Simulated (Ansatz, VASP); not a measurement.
# Two plane-wave programs on KMgF3

```
K Mg F
1.0
     3.94003    0.00000    0.00000
     0.00000    3.94003    0.00000
     0.00000    0.00000    3.94003
K Mg F
1 1 3
Direct
  0.00000 0.00000 0.00000
  0.50000 0.50000 0.50000
  0.50000 0.50000 0.00000
  0.50000 0.00000 0.50000
  0.00000 0.50000 0.50000
```

Alike in both runs: task single point; functional r2SCAN; k mesh 6 × 6 × 6; no spin polarisation.

|  | VASP | Ansatz |
| --- | --- | --- |
| version | VASP 6.6.1 | Ansatz 0.2.0 |
| potentials or method | VASP PAW PBE potentials, release 64 (K_sv, Mg, F) | plane waves, PAW |
| plane-wave cutoff (eV) | 520 | 500 |
| occupations | gaussian, width 0.01 eV | fixed |
| valence electrons in the cell | 32 | 40 |

|  | VASP | Ansatz | Ansatz less VASP |
| --- | --- | --- | --- |
| gap on the k mesh at the Fermi level (eV) | 8.53 | 8.55 | +0.020 |
| pressure (GPa) | 2.0 | 2.6 | +0.62 |

VASP's potentials were made for PBE, not for r2SCAN. VASP's potentials hold 32 valence electrons a cell and Ansatz's 40, so a difference there can come from the potentials and not from the codes.
